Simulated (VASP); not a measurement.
# Ti9S in VASP: a series of runs, part 2 of 2

VASP 6.6.1. Earlier steps stand in the parts before.

**3. Single point, PBE**

INCAR

```
SYSTEM = Ti9S
PREC = Accurate
ENCUT = 520
EDIFF = 1E-7
ISMEAR = 0
SIGMA = 0.1
LREAL = .FALSE.
LASPH = .TRUE.
NELM = 80
ALGO = Normal
ISIF = 2
LWAVE = .FALSE.
LCHARG = .TRUE.
LDIPOL = .TRUE.
IDIPOL = 3
DIPOL = 0.5 0.5 0.333
GGA = PE
LELF = .TRUE.
LVHAR = .TRUE.
LVACPOTAV = .TRUE.
NBANDS = 68
```

KPOINTS

```
Automatic mesh
0
G
  9 4 1
  0 0 0
```

POSCAR

```
Ti9S
1.0
    2.8319727881      0.0000000000      0.0000000000
    0.0000000000      7.9316622551      0.0000000000
    0.0000000000      0.0000000000     19.9268841162
Ti S
9 1
Direct
    0.0000000000      0.5000000000      0.2007338416
    0.5000000000      0.1666666667      0.2007338416
    0.5000000000      0.8333333333      0.2007338416
    0.0000000000      0.0000000000      0.3122110455
    0.5000000000      0.6684928875      0.3108725352
    0.5000000000      0.3315071125      0.3108725352
    0.0000000000      0.5000000000      0.4177589340
    0.5000000000      0.1666364294      0.4228902054
    0.5000000000      0.8333635706      0.4228902054
    1.0000000000      0.4999697627      0.5286071855
```

Potentials or basis: VASP PAW PBE potentials, release 64 (Ti_sv, S).

On the command line:

```console
$ cat potpaw_PBE.64/Ti_sv/POTCAR potpaw_PBE.64/S/POTCAR > POTCAR
$ mpirun -np 1 vasp_std > vasp.out
```

OUTCAR:

```text
SYSTEM = Ti9S
   PREC = Accurate
   ENCUT = 520
   EDIFF = 1E-7
   ISMEAR = 0
   LREAL = .FALSE.
   LASPH = .TRUE.
   NELM = 80
   ISIF = 2
   GGA = PE

 ion  position               nearest neighbor table
   1  0.000  0.500  0.201-
   2  0.500  0.167  0.201-   6 2.55   3 2.64
   3  0.500  0.833  0.201-   5 2.55   2 2.64
   4  0.000  0.000  0.312-
   5  0.500  0.668  0.311-   3 2.55   9 2.59   6 2.67   7 2.89   7 2.89
   6  0.500  0.332  0.311-   2 2.55   8 2.59   5 2.67   7 2.89   7 2.89
   7  0.000  0.500  0.418-  10 2.21   6 2.89   5 2.89   5 2.89   6 2.89
   8  0.500  0.167  0.423-   6 2.59   9 2.64
   9  0.500  0.833  0.423-   5 2.59   8 2.64
  10  0.000  0.500  0.529-   7 2.21

  LATTYP: Found a simple orthorhombic cell.
 ALAT       =     2.8319727881
 B/A-ratio  =     2.8007551091
 C/A-ratio  =     7.0363967479

  Lattice vectors:

 A1 = (   2.8319727881,   0.0000000000,   0.0000000000)
 A2 = (   0.0000000000,   7.9316622551,   0.0000000000)
 A3 = (   0.0000000000,   0.0000000000,  19.9268841162)

Analysis of symmetry for initial positions (statically):
=====================================================================
 Subroutine PRICEL returns:
 Original cell was already a primitive cell.

 Routine SETGRP: Setting up the symmetry group for a
 simple orthorhombic supercell.

 Subroutine GETGRP returns: Found  2 space group operations
 (whereof  2 operations were pure point group operations)
 out of a pool of  8 trial point group operations.

The static configuration has the point symmetry C_1h.

Analysis of symmetry for dynamics (positions and initial velocities):
=====================================================================
 Subroutine PRICEL returns:
 Original cell was already a primitive cell.

 Routine SETGRP: Setting up the symmetry group for a
 simple orthorhombic supercell.

 Subroutine GETGRP returns: Found  2 space group operations
 (whereof  2 operations were pure point group operations)
 out of a pool of  8 trial point group operations.

The dynamic configuration has the point symmetry C_1h.

 Subroutine INISYM returns: Found  2 space group operations
 (whereof  2 operations are pure point group operations),
 and found     1 'primitive' translations

----------------------------------------------------------------------------------------

                                     Primitive cell

  volume of cell :     447.6027

  direct lattice vectors                    reciprocal lattice vectors
     2.831972788  0.000000000  0.000000000     0.353110738  0.000000000  0.000000000
     0.000000000  7.931662255  0.000000000     0.000000000  0.126076977  0.000000000
     0.000000000  0.000000000 19.926884116     0.000000000  0.000000000  0.050183460

  length of vectors
     2.831972788  7.931662255 19.926884116     0.353110738  0.126076977  0.050183460

  position of ions in fractional coordinates (direct lattice)
     0.000000000  0.500000000  0.200733842
     0.500000000  0.166666667  0.200733842
     0.500000000  0.833333333  0.200733842
     0.000000000  0.000000000  0.312211045
     0.500000000  0.668492888  0.310872535
[... 63 lines left out ...]
   number of dos      NEDOS =    301   number of ions     NIONS =     10
   total plane-waves  NPLWV = 216000
   dimension x,y,z NGX =    24 NGY =   60 NGZ =  150
   dimension x,y,z NGXF=    48 NGYF=  120 NGZF=  300
   ions per type =               9   1
   NGX,Y,Z   is equivalent  to a cutoff of  14.09, 12.58, 12.51 a.u.
   NGXF,Y,Z  is equivalent  to a cutoff of  28.18, 25.15, 25.03 a.u.
 SYSTEM =  Ti9S
   PREC   = accura    normal or accurate (medium, high low for compatibility)
   ISTART =      0    job   : 0-new  1-cont  2-samecut
   ICHARG =      2    charge: 1-file 2-atom 10-const
   ISPIN  =      1    spin polarized calculation?
   LNONCOLLINEAR =      F non collinear calculations
   LSORBIT =      F    spin-orbit coupling
   LASPH  =      T    aspherical Exc in radial PAW
   ENCUT  =  520.0 eV  38.22 Ry    6.18 a.u.   5.27 14.75 37.05*2*pi/ulx,y,z
   NELM   =     80;   NELMIN=  2; NELMDL= -5     # of ELM steps
   EDIFF  = 0.1E-06   stopping-criterion for ELM
   LREAL  =      F    real-space projection
   EDIFFG = 0.1E-05   stopping-criterion for IOM
   NSW    =      0    number of steps for IOM
   IBRION =     -1    ionic relax: 0-MD 1-quasi-New 2-CG
   NFREE  =      0    steps in history (QN), initial steepest desc. (CG)
   ISIF   =      2    stress and relaxation
   ISYM   =      2    0-nonsym 1-usesym 2-fastsym
   POTIM  = 0.5000    time-step for ionic-motion
   TEBEG  =    0.0;   TEEND  =   0.0 temperature during run
   PSTRESS=    0.0 pullay stress
   NELECT =     114.0000    total number of electrons
   NUPDOWN=      -1.0000    fix difference up-down
   EMIN   =  10.00;   EMAX   =-10.00  energy-range for DOS
   EFERMI =   0.00;   METHOD = LEGACY
   ISMEAR =     0;   SIGMA  =   0.10  broadening in eV -4-tet -1-fermi 0-gaus
   EFERMI_NEDOS =   21; number of points for ismear=-14 and -15
   IALGO  =     38    algorithm
   IMIX   =      4    mixing-type and parameters
     AMIX     =   0.40;   BMIX     =  1.00
     AMIX_MAG =   1.60;   BMIX_MAG =  1.00
  volume/ion in A,a.u.               =      44.76       302.06
  Fermi-wavevector in a.u.,A,eV,Ry     =   1.037717  1.961001 14.651520  1.076856
  Thomas-Fermi vector in A             =   2.172168
   LORBIT       =      0    0 simple, 1 ext, 2 COOP (PROOUT), +10 PAW based schemes
   GGA     = PE    functional components
   LHFCALC =     F    Hartree Fock is set to
   AEXX    =    0.0000 exact exchange contribution
   IVDW    =     0    specifies the selected vdW correction
   LEPSILON=     F    determine dielectric tensor
   LRPA    =     F    only Hartree local field effects (RPA)
 non-spin polarized calculation
 Gauss-broadening in eV      SIGMA  =   0.10
  energy-cutoff  :      520.00
  volume of cell :      447.60
 maximum number of plane-waves:     12087
 NGX is ok and might be reduce to    24
   NGX = 11   NGY = 29   NGZ = 75

 dipolmoment           0.000000      0.000000     -0.035038 electrons x Angstroem

 number of electron     113.9999964 magnetization

 dipolmoment           0.000000      0.000000      0.074048 electrons x Angstroem

 Free energy of the ion-electron system (eV)
  ---------------------------------------------------
  ext. energy  EPLUGINS =         0.00000000
  ---------------------------------------------------
  free energy    TOTEN  =       -70.40562821 eV

  energy without entropy =      -70.33383339  energy(sigma->0) =      -70.36973080

 E-fermi :   0.3948     XC(G=0):  -5.3342

 val. band max:        0.3910964209   @ k =   0.3333   0.2500   0.0000
 cond. band min:       0.3966491951   @ k =   0.4444   0.2500   0.0000
 fundamental gap:      0.0055527741
 Fermi energy:         0.3948080896

 k-point     1 :       0.0000    0.0000    0.0000
  band No.  band energies     occupation
      1     -56.6110      2.00000
      2     -56.4070      2.00000
      3     -56.3363      2.00000
      4     -56.3295      2.00000
      5     -56.3168      2.00000
      6     -56.2546      2.00000
[... 1054 lines left out ...]
     67       1.6407      0.00000
     68       1.7514      0.00000

------------------------ aborting loop because EDIFF is reached ----------------------------------------

  FORCE on cell =-STRESS in cart. coord.  units (eV):
  Direction    XX          YY          ZZ          XY          YZ          ZX
  --------------------------------------------------------------------------------------
  -------------------------------------------------------------------------------------
  Total       -3.1397727     -1.9712212      0.2158421      0.0000000     -0.0004500      0.0000000
  in kB      -11.2387007     -7.0559136      0.7725989      0.0000000     -0.0016107      0.0000000
  external PRESSURE =      -5.8406718 kB  Pullay stress =       0.0000000 kB

 VOLUME and BASIS-vectors are now :
 -----------------------------------------------------------------------------
  energy-cutoff  :      520.00
  volume of cell :      447.60
      direct lattice vectors                 reciprocal lattice vectors
     2.831972788  0.000000000  0.000000000     0.353110738  0.000000000  0.000000000
     0.000000000  7.931662255  0.000000000     0.000000000  0.126076977  0.000000000
     0.000000000  0.000000000 19.926884116     0.000000000  0.000000000  0.050183460

 POSITION                                       TOTAL-FORCE (eV/Angst)
 -----------------------------------------------------------------------------------
      0.00000      3.96583      4.00000         0.000000      0.000012      0.440745
      1.41599      1.32194      4.00000         0.000000     -0.040436     -0.082643
      1.41599      6.60972      4.00000         0.000000      0.040412     -0.082635
      0.00000      0.00000      6.22139         0.000000     -0.000029      0.014041
      1.41599      5.30226      6.19472         0.000000      0.135309     -0.343743
      1.41599      2.62940      6.19472         0.000000     -0.135334     -0.343716
      0.00000      3.96583      8.32463         0.000000      0.000215      0.243114
      1.41599      1.32170      8.42688         0.000000      0.127240      0.073347
      1.41599      6.60996      8.42688         0.000000     -0.127105      0.073148
      0.00000      3.96559     10.53349         0.000000     -0.000284      0.008343
 -----------------------------------------------------------------------------------
    total drift:                                0.000000     -0.000023      0.001583

  FREE ENERGIE OF THE ION-ELECTRON SYSTEM (eV)
  ---------------------------------------------------
  free  energy   TOTEN  =       -70.4056282133 eV

  energy  without entropy=      -70.3338333905  energy(sigma->0) =      -70.36973080

 vacuum level on the upper side and lower side of the slab         5.408         4.811
```

It took 13 min on 1 thread of Intel Xeon 6975P-C (Granite Rapids), shared host; peak memory 0.65 GiB.

Results:

| Property | Result |
| --- | --- |
| Free energy | -70.4056 eV |
| Largest force | 0.441 eV/Å |
| Band gap on the k mesh | zero (bands 57 and 58 overlap by 0.39 eV) |

Forces on the atoms (eV/Å):
```
Ti   0.000  0.000  0.441
Ti   0.000 -0.040 -0.083
Ti   0.000  0.040 -0.083
Ti   0.000  0.000  0.014
Ti   0.000  0.135 -0.344
Ti   0.000 -0.135 -0.344
Ti   0.000  0.000  0.243
Ti   0.000  0.127  0.073
Ti   0.000 -0.127  0.073
S    0.000  0.000  0.008
```

Levels at points of the mesh, in eV from the Fermi level:
```tsv
k point	band 55	band 56	band 57	band 58	band 59	band 60
(0.00, 0.00, 0.00)	-0.23	-0.20	-0.06	0.04	0.08	0.22
(0.00, 0.50, 0.00)	-0.19	-0.17	0.23	0.26	0.29	0.48
```
